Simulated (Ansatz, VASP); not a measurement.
**Two plane-wave programs on Sb**

```xyz
4
Lattice="4.4353 0.0000 0.0000 0.0000 4.3308 0.0000 -1.2936 0.0000 6.2344" Properties=species:S:1:pos:R:3 pbc="T T T"
Sb    0.6233    1.0827    4.2623
Sb    3.1676    3.2481    4.7554
Sb   -0.0259    1.0827    1.4791
Sb    2.5184    3.2481    1.9721
```

Alike in both runs: task single point; functional r2SCAN; k mesh 6 × 6 × 4; occupations fermi-dirac, width 0.05 eV; no spin polarisation.

|  | VASP | Ansatz |
| --- | --- | --- |
| version | VASP 6.6.1 | Ansatz 0.2.0 |
| potentials or method | VASP PAW PBE potentials, release 64 (Sb) | Ansatz PAW |
| plane-wave cutoff (eV) | 520 | 500 |
| valence electrons in the cell | 20 | 60 |

|  | VASP | Ansatz | Ansatz less VASP |
| --- | --- | --- | --- |
| gap on the k mesh at the Fermi level (eV) | none | none | - |
| pressure (GPa) | 3.0 | 2.8 | -0.14 |
| traceless stress, the component that is largest in VASP (GPa) | 0.36 | 0.30 | -0.061 |
| rms of the force components (eV/Å) | 0.142 | 0.121 | -0.0206 |

VASP's potentials were made for PBE, not for r2SCAN. Atom by atom the forces differ by 0.034 eV/Å (rms over components). A gap of «none» marks a metal or a gap that the smearing closes. VASP's potentials hold 20 valence electrons a cell and Ansatz's 60, so a difference there can come from the potentials and not from the codes.

Spin-orbit coupling is off throughout.
